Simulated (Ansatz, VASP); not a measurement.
**Cs3KSb in VASP and in Ansatz**

```
K Cs Sb
1.0
     6.21051    0.00000    0.00000
     0.00000    6.21051    0.00000
     0.00000    0.00000    9.41212
K Cs Sb
1 3 1
Direct
  0.00000 0.00000 0.80568
  0.50000 0.50000 0.05352
  0.00000 0.50000 0.46136
  0.50000 0.00000 0.46136
  0.50000 0.50000 0.67808
```

Alike in both runs: functional PBE; k mesh 4 × 4 × 4; occupations gaussian, width 0.1 eV; no spin polarisation.

Ansatz relaxed the structure, and its values are those at the end. VASP's run is a single point on that final structure, the one shown.

|  | VASP | Ansatz |
| --- | --- | --- |
| version | VASP 6.6.1 | Ansatz 0.2.0 |
| potentials or method | VASP PAW PBE potentials, release 64 (K_sv, Cs_sv, Sb), cutoff 520 eV | scalar-relativistic, plane waves, PAW |
| valence electrons in the cell | 41 | 51 |

```tsv
	VASP	Ansatz	Ansatz less VASP
gap on the k mesh at the Fermi level (eV)	none	none	-
pressure (GPa)	0.1	0.1	-0.01
rms of the force components (eV/Å)	0.012	0.009	-0.0036
```

A gap of «none» marks a metal or a gap that the smearing closes. VASP's potentials hold 41 valence electrons a cell and Ansatz's 51, so a difference there can come from the potentials and not from the codes.

Spin-orbit coupling is off throughout.
